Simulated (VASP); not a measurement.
# NaH in VASP: settings compared

Aim: see how the results for NaH move with the level of theory and the settings. Levels: PBE, r2SCAN. Tasks: single point.

All numbers are computed with VASP 6.6.1; they aren't measurements. Logs are shortened: lines on timing, memory, paths and dates and some standing lists are left out, and cuts for length are marked.

## 1. The cell of the first run

Symmetry: R-3m, No. 166, trigonal system. Conventional cell: a = 4.147 Å, b = 4.147 Å, c = 5.154 Å, α = 90.00°, β = 90.00°, γ = 120.00°. Na (site symmetry -3m) has 8 H at 2.54 to 2.58 Å and 6 Na at 2.95 Å within 3.4 Å. H (site symmetry -3m) has 8 Na at 2.54 to 2.58 Å and 6 H at 2.95 Å within 3.4 Å.

## 2. Single point, PBE (strain along [111] +1.5%)

INCAR reads:

```
SYSTEM = NaH
PREC = Accurate
ENCUT = 500
EDIFF = 1E-6
ISMEAR = -1
SIGMA = 0.02
LREAL = .FALSE.
LASPH = .TRUE.
NELM = 120
ALGO = Normal
ISIF = 2
LWAVE = .FALSE.
LCHARG = .FALSE.
GGA = PE
NBANDS = 11
GGA_COMPAT = .FALSE.
```

KPOINTS reads:

```
Automatic mesh
0
G
  8 8 8
  0 0 0
```

POSCAR reads:

```
NaH
1.0
    2.9468576697      0.0144664633      0.0144664633
    0.0144664633      2.9468576697      0.0144664633
    0.0144664633      0.0144664633      2.9468576697
Na H
1 1
Direct
    0.0000000000      0.0000000000      0.0000000000
    0.5000000000      0.5000000000      0.5000000000
```

Potentials or basis: VASP PAW PBE potentials, release 64 (Na_pv, H).

Started as:

```console
> cat potpaw_PBE.64/Na_pv/POTCAR potpaw_PBE.64/H/POTCAR > POTCAR
> mpirun -np 1 vasp_std > vasp.out
```

OUTCAR:

```text
SYSTEM = NaH
   PREC = Accurate
   ENCUT = 500
   EDIFF = 1E-6
   ISMEAR = -1
   LREAL = .FALSE.
   LASPH = .TRUE.
   NELM = 120
   ISIF = 2
   GGA = PE

 ion  position               nearest neighbor table
   1  0.000  0.000  0.000-
   2  0.500  0.500  0.500-

  LATTYP: Found a trigonal (rhomboedric) cell.
 ALAT       =     2.9469286864
 COS(alpha) =     0.0098418551

  Lattice vectors:

 A1 = (   2.9468576697,   0.0144664633,   0.0144664633)
 A2 = (   0.0144664633,   2.9468576697,   0.0144664633)
 A3 = (   0.0144664633,   0.0144664633,   2.9468576697)

Analysis of symmetry for initial positions (statically):
=====================================================================
 Subroutine PRICEL returns:
 Original cell was already a primitive cell.

 Routine SETGRP: Setting up the symmetry group for a
 trigonal (rhombohedral) supercell.

 Subroutine GETGRP returns: Found 12 space group operations
 (whereof 12 operations were pure point group operations)
 out of a pool of 12 trial point group operations.

The static configuration has the point symmetry D_3d.

Analysis of symmetry for dynamics (positions and initial velocities):
=====================================================================
 Subroutine PRICEL returns:
 Original cell was already a primitive cell.

 Routine SETGRP: Setting up the symmetry group for a
 trigonal (rhombohedral) supercell.

 Subroutine GETGRP returns: Found 12 space group operations
 (whereof 12 operations were pure point group operations)
 out of a pool of 12 trial point group operations.

The dynamic configuration has the point symmetry D_3d.

 Subroutine INISYM returns: Found 12 space group operations
 (whereof 12 operations are pure point group operations),
 and found     1 'primitive' translations

----------------------------------------------------------------------------------------

                                     Primitive cell

  volume of cell :      25.5886

  direct lattice vectors                    reciprocal lattice vectors
     2.946857670  0.014466463  0.014466463     0.339360796 -0.001657823 -0.001657823
     0.014466463  2.946857670  0.014466463    -0.001657823  0.339360796 -0.001657823
     0.014466463  0.014466463  2.946857670    -0.001657823 -0.001657823  0.339360796

  length of vectors
     2.946928686  2.946928686  2.946928686     0.339368895  0.339368895  0.339368895

  position of ions in fractional coordinates (direct lattice)
     0.000000000  0.000000000  0.000000000
     0.500000000  0.500000000  0.500000000

  ion indices of the primitive-cell ions
   primitive index   ion index
                 1           1
                 2           2

----------------------------------------------------------------------------------------

 KPOINTS: Automatic mesh

Automatic generation of k-mesh.
 Grid dimensions read from file:
 generate k-points for:    8    8    8

 Generating k-lattice:

  Cartesian coordinates                     Fractional coordinates (reciprocal lattice)
     0.042420100 -0.000207228 -0.000207228     0.125000000 -0.000000000 -0.000000000
    -0.000207228  0.042420100 -0.000207228    -0.000000000  0.125000000 -0.000000000
    -0.000207228 -0.000207228  0.042420100    -0.000000000 -0.000000000  0.125000000

  Length of vectors
     0.042421112  0.042421112  0.042421112

  Shift w.r.t. Gamma in fractional coordinates (k-lattice)
     0.000000000  0.000000000  0.000000000

 Subroutine IBZKPT returns following result:
 ===========================================

 Found     65 irreducible k-points:

 Following reciprocal coordinates:
            Coordinates               Weight
  0.000000  0.000000  0.000000      1.000000
  0.125000  0.000000  0.000000      6.000000
  0.250000  0.000000  0.000000      6.000000
  0.375000  0.000000  0.000000      6.000000
  0.500000  0.000000  0.000000      3.000000
  0.125000  0.125000  0.000000      6.000000
[... 16 lines left out ...]
  0.250000  0.125000  0.125000      6.000000
  0.375000  0.125000  0.125000      6.000000
 [... further k-points ...]
   k-points           NKPTS =     65   k-points in BZ     NKDIM =     65   number of bands    NBANDS=     11
   number of dos      NEDOS =    301   number of ions     NIONS =      2
   total plane-waves  NPLWV =  13824
   dimension x,y,z NGX =    24 NGY =   24 NGZ =   24
   dimension x,y,z NGXF=    48 NGYF=   48 NGZF=   48
   ions per type =               1   1
   NGX,Y,Z   is equivalent  to a cutoff of  13.54, 13.54, 13.54 a.u.
   NGXF,Y,Z  is equivalent  to a cutoff of  27.08, 27.08, 27.08 a.u.
 SYSTEM =  NaH
   PREC   = accura    normal or accurate (medium, high low for compatibility)
   ISTART =      0    job   : 0-new  1-cont  2-samecut
   ICHARG =      2    charge: 1-file 2-atom 10-const
   ISPIN  =      1    spin polarized calculation?
   LNONCOLLINEAR =      F non collinear calculations
   LSORBIT =      F    spin-orbit coupling
   LASPH  =      T    aspherical Exc in radial PAW
   ENCUT  =  500.0 eV  36.75 Ry    6.06 a.u.   5.37  5.37  5.37*2*pi/ulx,y,z
   NELM   =    120;   NELMIN=  2; NELMDL= -5     # of ELM steps
   EDIFF  = 0.1E-05   stopping-criterion for ELM
   LREAL  =      F    real-space projection
   EDIFFG = 0.1E-04   stopping-criterion for IOM
   NSW    =      0    number of steps for IOM
   IBRION =     -1    ionic relax: 0-MD 1-quasi-New 2-CG
   NFREE  =      0    steps in history (QN), initial steepest desc. (CG)
   ISIF   =      2    stress and relaxation
   ISYM   =      2    0-nonsym 1-usesym 2-fastsym
   POTIM  = 0.5000    time-step for ionic-motion
   TEBEG  =    0.0;   TEEND  =   0.0 temperature during run
   PSTRESS=    0.0 pullay stress
   NELECT =       8.0000    total number of electrons
   NUPDOWN=      -1.0000    fix difference up-down
   EMIN   =  10.00;   EMAX   =-10.00  energy-range for DOS
   EFERMI =   0.00;   METHOD = LEGACY
   ISMEAR =    -1;   SIGMA  =   0.02  broadening in eV -4-tet -1-fermi 0-gaus
   EFERMI_NEDOS =   21; number of points for ismear=-14 and -15
   IALGO  =     38    algorithm
   IMIX   =      4    mixing-type and parameters
     AMIX     =   0.40;   BMIX     =  1.00
     AMIX_MAG =   1.60;   BMIX_MAG =  1.00
  volume/ion in A,a.u.               =      12.79        86.34
  Fermi-wavevector in a.u.,A,eV,Ry     =   1.111108  2.099689 16.797208  1.234560
  Thomas-Fermi vector in A             =   2.247667
   LORBIT       =      0    0 simple, 1 ext, 2 COOP (PROOUT), +10 PAW based schemes
   GGA     = PE    functional components
   LHFCALC =     F    Hartree Fock is set to
   AEXX    =    0.0000 exact exchange contribution
   IVDW    =     0    specifies the selected vdW correction
   LEPSILON=     F    determine dielectric tensor
   LRPA    =     F    only Hartree local field effects (RPA)
 non-spin polarized calculation
  energy-cutoff  :      500.00
  volume of cell :       25.59
 maximum number of plane-waves:       667
 NGX is ok and might be reduce to    24
   NGX = 11   NGY = 11   NGZ = 11

 number of electron       8.0000010 magnetization

 Free energy of the ion-electron system (eV)
  ---------------------------------------------------
  ext. energy  EPLUGINS =         0.00000000
  ---------------------------------------------------
  free energy    TOTEN  =        -4.77177584 eV

  energy without entropy =       -4.77177584  energy(sigma->0) =       -4.77177584

 E-fermi :   1.8407     XC(G=0):  -8.1892

 val. band max:        1.3424716738   @ k =   0.5000   0.5000   0.5000
 cond. band min:       2.3768274144   @ k =   0.5000   0.0000   0.0000
 fundamental gap:      1.0343557406
 Fermi energy:         1.8407094550

 k-point     1 :       0.0000    0.0000    0.0000
  band No.  band energies     occupation
      1     -23.2143      2.00000
      2     -23.2114      2.00000
      3     -23.2114      2.00000
      4      -4.6137      2.00000
      5      10.0667      0.00000
      6      12.3443      0.00000
      7      12.3443      0.00000
      8      13.9001      0.00000
      9      13.9001      0.00000
     10      13.9103      0.00000
     11      27.0696      0.00000

 k-point     2 :       0.1250    0.0000    0.0000
  band No.  band energies     occupation
      1     -23.2394      2.00000
      2     -23.2109      2.00000
      3     -23.2091      2.00000
      4      -4.3683      2.00000
      5       8.6289      0.00000
      6      11.2763      0.00000
      7      12.6028      0.00000
      8      14.0850      0.00000
      9      14.0943      0.00000
     10      16.9969      0.00000
     11      24.9870      0.00000

 k-point     3 :       0.2500    0.0000    0.0000
  band No.  band energies     occupation
      1     -23.3039      2.00000
      2     -23.2054      2.00000
      3     -23.2034      2.00000
      4      -3.6691      2.00000
      5       5.8057      0.00000
      6      11.5639      0.00000
      7      13.3676      0.00000
      8      14.6229      0.00000
      9      14.6387      0.00000
     10      21.1727      0.00000
     11      22.1414      0.00000

 k-point     4 :       0.3750    0.0000    0.0000
  band No.  band energies     occupation
      1     -23.3677      2.00000
      2     -23.1997      2.00000
      3     -23.1978      2.00000
      4      -2.6881      2.00000
      5       3.4483      0.00000
      6      12.0655      0.00000
      7      14.5686      0.00000
      8      15.4134      0.00000
      9      15.4354      0.00000
     10      19.4782      0.00000
     11      20.2673      0.00000
[... 239 lines left out ...]
 k-point    22 :       0.1250    0.1250    0.1250
  band No.  band energies     occupation
      1     -23.2405      2.00000
      2     -23.2305      2.00000
      3     -23.2305      2.00000
      4      -3.9040      2.00000
      5       8.2874      0.00000
      6      10.0225      0.00000
      7      10.0225      0.00000
      8      16.4020      0.00000
      9      17.5128      0.00000
     10      17.5128      0.00000
     11      21.9638      0.00000

 k-point    23 :       0.2500    0.1250    0.1250
  band No.  band energies     occupation
      1     -23.2974      2.00000
      2     -23.2300      2.00000
      3     -23.2244      2.00000
      4      -3.2389      2.00000
      5       6.2488      0.00000
      6       9.6728      0.00000
      7      10.7473      0.00000
      8      16.8855      0.00000
      9      17.2150      0.00000
     10      19.8853      0.00000
     11      20.1493      0.00000

 k-point    24 :       0.3750    0.1250    0.1250
  band No.  band energies     occupation
      1     -23.3594      2.00000
      2     -23.2238      2.00000
      3     -23.2183      2.00000
      4      -2.3063      2.00000
      5       3.9797      0.00000
      6      10.2914      0.00000
      7      11.9189      0.00000
      8      15.4271      0.00000
      9      17.0856      0.00000
     10      18.7944      0.00000
     11      20.2465      0.00000

 [... further k-points ...]
[... 5 lines left out ...]
  --------------------------------------------------------------------------------------
  -------------------------------------------------------------------------------------
  Total        0.0527949      0.0527949      0.0527949      0.0089230      0.0089230      0.0089230
  in kB        3.3056433      3.3056433      3.3056433      0.5586936      0.5586936      0.5586936
  external PRESSURE =       3.3056433 kB  Pullay stress =       0.0000000 kB

 VOLUME and BASIS-vectors are now :
 -----------------------------------------------------------------------------
  energy-cutoff  :      500.00
  volume of cell :       25.59
      direct lattice vectors                 reciprocal lattice vectors
     2.946857670  0.014466463  0.014466463     0.339360796 -0.001657823 -0.001657823
     0.014466463  2.946857670  0.014466463    -0.001657823  0.339360796 -0.001657823
     0.014466463  0.014466463  2.946857670    -0.001657823 -0.001657823  0.339360796

 POSITION                                       TOTAL-FORCE (eV/Angst)
 -----------------------------------------------------------------------------------
      0.00000      0.00000      0.00000         0.000000      0.000000      0.000000
      1.48790      1.48790      1.48790        -0.000000     -0.000000      0.000000
 -----------------------------------------------------------------------------------
    total drift:                                0.000000      0.000000      0.000000

  FREE ENERGIE OF THE ION-ELECTRON SYSTEM (eV)
  ---------------------------------------------------
  free  energy   TOTEN  =        -4.7717758431 eV

  energy  without entropy=       -4.7717758431  energy(sigma->0) =       -4.77177584
```

It took 11 s on 1 thread of Intel Xeon Platinum 8259CL at 2.50GHz (Skylake/Cascade Lake), shared host; peak memory 0.14 GiB.

What came out:

| Item | Value |
| --- | --- |
| Free energy | -4.7718 eV |
| Pressure | 0.3 GPa |
| Band gap on the k mesh | 1.03 eV (least direct gap 4.46 eV) |

Caveat: the cell differs from its parent crystal (strain along [111] +1.5%); the structure was generated, so it needn't be the stable form of NaH. A k mesh can miss the band edges.

## 3. Single point, PBE (epitaxial 111 strain -0.3%)

INCAR reads:

```
  PREC = Accurate
  ENCUT = 500
  EDIFF = 1E-6
  ISMEAR = -1
  SIGMA = 0.02
  LREAL = F
  LASPH = T
  NELM = 120
  ALGO = Normal
  ISIF = 2
  LWAVE = F
  LCHARG = F
  GGA = PE
  NBANDS = 11
  GGA_COMPAT = F
```

KPOINTS reads:

```
regular mesh
0
Gamma
  8 8 8
```

POSCAR reads:

```
NaH
1.0
    2.9358607575      0.0134396812      0.0134396812
    0.0134396812      2.9358607575      0.0134396812
    0.0134396812      0.0134396812      2.9358607575
Na H
1 1
Direct
    0.0000000000      0.0000000000      0.0000000000
    0.5000000000      0.5000000000      0.5000000000
```

Potentials or basis: VASP PAW PBE potentials, release 64 (Na_pv, H).

Started as:

```console
> cat potpaw_PBE.64/Na_pv/POTCAR potpaw_PBE.64/H/POTCAR > POTCAR
> mpirun -np 1 vasp_std > vasp.out
```

OUTCAR:

```text
PREC = Accurate
   ENCUT = 500
   EDIFF = 1E-6
   ISMEAR = -1
   LREAL = F
   LASPH = T
   NELM = 120
   ISIF = 2
   GGA = PE

 ion  position               nearest neighbor table
   1  0.000  0.000  0.000-
   2  0.500  0.500  0.500-

  LATTYP: Found a trigonal (rhomboedric) cell.
 ALAT       =     2.9359222806
 COS(alpha) =     0.0091761017

  Lattice vectors:

 A1 = (   2.9358607575,   0.0134396812,   0.0134396812)
[... 518 lines left out ...]
     11      20.4363      0.00000

 [... further k-points ...]

------------------------ aborting loop because EDIFF is reached ----------------------------------------

  FORCE on cell =-STRESS in cart. coord.  units (eV):
  Direction    XX          YY          ZZ          XY          YZ          ZX
  --------------------------------------------------------------------------------------
  -------------------------------------------------------------------------------------
  Total        0.0981803      0.0981803      0.0981803      0.0077464      0.0077464      0.0077464
  in kB        6.2166420      6.2166420      6.2166420      0.4904908      0.4904908      0.4904908
  external PRESSURE =       6.2166420 kB  Pullay stress =       0.0000000 kB

 VOLUME and BASIS-vectors are now :
 -----------------------------------------------------------------------------
  energy-cutoff  :      500.00
  volume of cell :       25.30
      direct lattice vectors                 reciprocal lattice vectors
     2.935860757  0.013439681  0.013439681     0.340629820 -0.001552218 -0.001552218
     0.013439681  2.935860757  0.013439681    -0.001552218  0.340629820 -0.001552218
     0.013439681  0.013439681  2.935860757    -0.001552218 -0.001552218  0.340629820

 POSITION                                       TOTAL-FORCE (eV/Angst)
 -----------------------------------------------------------------------------------
      0.00000      0.00000      0.00000         0.000000      0.000000      0.000000
      1.48137      1.48137      1.48137        -0.000000     -0.000000      0.000000
 -----------------------------------------------------------------------------------
    total drift:                                0.000000      0.000000      0.000000

  FREE ENERGIE OF THE ION-ELECTRON SYSTEM (eV)
  ---------------------------------------------------
  free  energy   TOTEN  =        -4.7706647020 eV

  energy  without entropy=       -4.7706647020  energy(sigma->0) =       -4.77066470
```

stdout:

```text
POSCAR found type information on POSCAR NaH
 POSCAR found :  2 types and       2 ions
 scaLAPACK will be used
 LDA part: xc-table for (Slater+PW92), standard interpolation
 POSCAR, INCAR and KPOINTS ok, starting setup
 FFT: planning ... GRIDC
 FFT: planning ... GRID_SOFT
 FFT: planning ... GRID
 WAVECAR not read
 entering main loop
```

Run time: 12 s. Hardware: 1 thread of Intel Xeon Platinum 8259CL at 2.50GHz (Skylake/Cascade Lake), shared host; peak memory 0.14 GiB.

What came out:

```yaml
Free_energy: -4.7707 eV
Pressure: 0.6 GPa
Band_gap_on_the_k_mesh: 1.03 eV (least direct gap 4.49 eV)
```

Caveat: the cell differs from its parent crystal (epitaxial 111 strain -0.3%); the structure was generated, so it needn't be the stable form of NaH. A k mesh can miss the band edges.

## 4. Single point, PBE (biaxial xy strain -2.9%)

INCAR reads:

```
PREC = Accurate
ENCUT = 500
EDIFF = 1E-6
ISMEAR = -1
SIGMA = 0.02
LREAL = False
LASPH = True
NELM = 120
ALGO = Normal
ISIF = 2
LWAVE = False
LCHARG = False
GGA = PE
NBANDS = 11
GGA_COMPAT = False
```

KPOINTS reads:

```
Automatic mesh
0
Gamma
  8 8 8
```

POSCAR reads:

```
NaH
1.0
    2.8485248179      0.0000000000      0.0000000000
    0.0000000000      2.8485248179      0.0000000000
    0.0000000000      0.0000000000      2.9323912064
Na H
1 1
Direct
    0.0000000000      0.0000000000      0.0000000000
    0.5000000000      0.5000000000      0.5000000000
```

Started as:

```console
> cat potpaw_PBE.64/Na_pv/POTCAR potpaw_PBE.64/H/POTCAR > POTCAR
> mpirun -np 1 vasp_std > vasp.out
```

Wall time 13 s (1 thread of Intel Xeon Platinum 8259CL at 2.50GHz (Skylake/Cascade Lake), shared host); peak memory 0.14 GiB.

The run converged. Its results:

```
Free energy            : -4.7499 eV
Pressure               : 2.4 GPa
Band gap on the k mesh : 0.84 eV (least direct gap 4.61 eV)
```

Stress tensor (GPa, compression positive):
```
3.67 0.00 0.00
0.00 3.67 0.00
0.00 0.00 0.00
```

Levels at points of the mesh, in eV from the valence-band top:
| k point | band 1 | band 2 | band 3 | band 4 | band 5 | band 6 | band 7 | band 8 |
| --- | --- | --- | --- | --- | --- | --- | --- | --- |
| (0.00, 0.00, 0.00) | -24.60 | -24.60 | -24.60 | -6.32 | 9.25 | 11.10 | 11.55 | 12.40 |
| (0.50, 0.00, 0.00) | -24.84 | -24.58 | -24.58 | -3.58 | 1.12 | 11.46 | 14.47 | 14.67 |
| (0.50, 0.50, 0.00) | -24.80 | -24.80 | -24.56 | -1.78 | 4.58 | 4.58 | 7.39 | 14.91 |
| (0.00, 0.00, 0.50) | -24.80 | -24.58 | -24.58 | -3.77 | 0.84 | 11.74 | 14.74 | 15.30 |
| (0.50, 0.00, 0.50) | -24.80 | -24.76 | -24.56 | -1.95 | 4.30 | 4.35 | 7.13 | 15.63 |
| (0.50, 0.50, 0.50) | -24.77 | -24.77 | -24.72 | 0.00 | 6.92 | 7.05 | 7.05 | 9.60 |

Caveat: the cell differs from its parent crystal (biaxial xy strain -2.9%); the structure was generated, so it needn't be the stable form of NaH. A k mesh can miss the band edges.

[end of part 1 of 2]
